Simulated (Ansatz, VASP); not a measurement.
## Two plane-wave programs on Mo

File INCAR:

```
SYSTEM = Mo
  PREC = Accurate
  ENCUT = 500
  EDIFF = 1E-7
  ISMEAR = 0
  SIGMA = 0.1
  LREAL = .FALSE.
  LASPH = .TRUE.
  NELM = 120
  ALGO = Normal
  ISIF = 3
  LWAVE = .FALSE.
  LCHARG = .FALSE.
  GGA = PS
  IVDW = 13
  IBRION = 2
  NSW = 100
  EDIFFG = -0.002
  GGA_COMPAT = .FALSE.
  NELMIN = 4
```

Contents of KPOINTS:

```
regular mesh
0
G
  18 18 18
  0 0 0
```

File POSCAR:

```
Mo
1.0
   -1.5650000000      1.5650000000      1.5650000000
    1.5650000000     -1.5650000000      1.5650000000
    1.5650000000      1.5650000000     -1.5650000000
Mo
1
Direct
    0.0000000000      0.0000000000      0.0000000000
```

Input for Ansatz:

```yaml
crystal:
  lattice:
    - [-1.565, 1.565, 1.565]
    - [1.565, -1.565, 1.565]
    - [1.565, 1.565, -1.565]
  atoms:
    - { symbol: Mo, position: [0.0, 0.0, 0.0] }
basis:
  ecutwfc: 420
kpoints:
  mp_grid: { grid: [18, 18, 18] }
hamiltonian:
  xc: pbesol
  dispersion: d4
  pseudopotentials: { kind: paw, azcp: { folder: soft_1 } }
scf:
  occupations: { method: gaussian, width: 0.1 }
output:
  forces: true
  stress: true
  eigenvalues: true
  write_density: true
  write_potential: true
  elf: true
  volumetric_format: npy
relax:
  adjacent_minimum: "off"
  f_tol: 0.002
  max_steps: 80
  cell: { stress_tol: 0.02 }
```

Alike in both runs: task relaxation of cell and atoms; functional PBEsol; dispersion D4; k mesh 18 × 18 × 18; occupations gaussian, width 0.1 eV; no spin polarisation.

```csv
,VASP,Ansatz
version,VASP 6.6.1,Ansatz 0.2.0
potentials or method,"VASP PAW PBE potentials, release 64 (Mo_sv), cutoff 500 eV","scalar-relativistic, plane waves, PAW"
valence electrons in the cell,14,14
```

```tsv
	VASP	Ansatz	Ansatz less VASP
gap on the k mesh at the Fermi level, each at its own relaxed structure (eV)	none	none	-
relaxed volume (Å³/atom)	15.17	15.14	-0.030
relaxed length of the cell vector where the two differ most in proportion (Å)	2.701	2.699	-0.0018
```

VASP's potentials were made for PBE, not for PBEsol, and Ansatz warns of the same on its side. A gap of «none» marks a metal or a gap that the smearing closes.
